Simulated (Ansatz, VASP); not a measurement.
## Two plane-wave programs on AlSi16

```
Si Al
1.0
     0.00000    5.43000    5.43000
     5.43000    0.00000    5.43000
     5.43000    5.43000    0.00000
Si Al
16 1
Direct
  0.98752 0.00408 0.00426
  0.11198 0.12746 0.12761
  0.99088 0.00416 0.50252
  0.11196 0.12747 0.63306
  0.99090 0.50236 0.00434
  0.11199 0.63290 0.12761
  0.99089 0.50238 0.50251
  0.12980 0.62332 0.62350
  0.48668 0.00516 0.00534
  0.61626 0.12784 0.12800
  0.48667 0.00517 0.50294
  0.61027 0.14023 0.62480
  0.48668 0.50277 0.00533
  0.61031 0.62462 0.14040
  0.49215 0.50255 0.50270
  0.61029 0.62463 0.62480
  0.74207 0.75258 0.75272
```

Alike in both runs: functional PBE; dispersion D3(BJ); k mesh 2 × 2 × 2; occupations fermi-dirac, width 0.05 eV; collinear spin.

Ansatz relaxed the structure, and its values are those at the end. VASP's run is a single point on that final structure, the one shown.

|  | VASP | Ansatz |
| --- | --- | --- |
| version | VASP 6.6.1 | Ansatz 0.2.0 |
| potentials or method | VASP PAW PBE potentials, release 64 (Si, Al), cutoff 520 eV | scalar-relativistic, plane waves, PAW |
| valence electrons in the cell | 67 | 67 |

```csv
,VASP,Ansatz,Ansatz less VASP
rms of the force components (eV/Å),0.020,0.021,+0.0003
net moment per atom (μB),0.00,0.00,0.000
```

Ansatz's warnings: seeded moment not kept.

The k mesh is coarse, so the values compare programs but aren't converged.
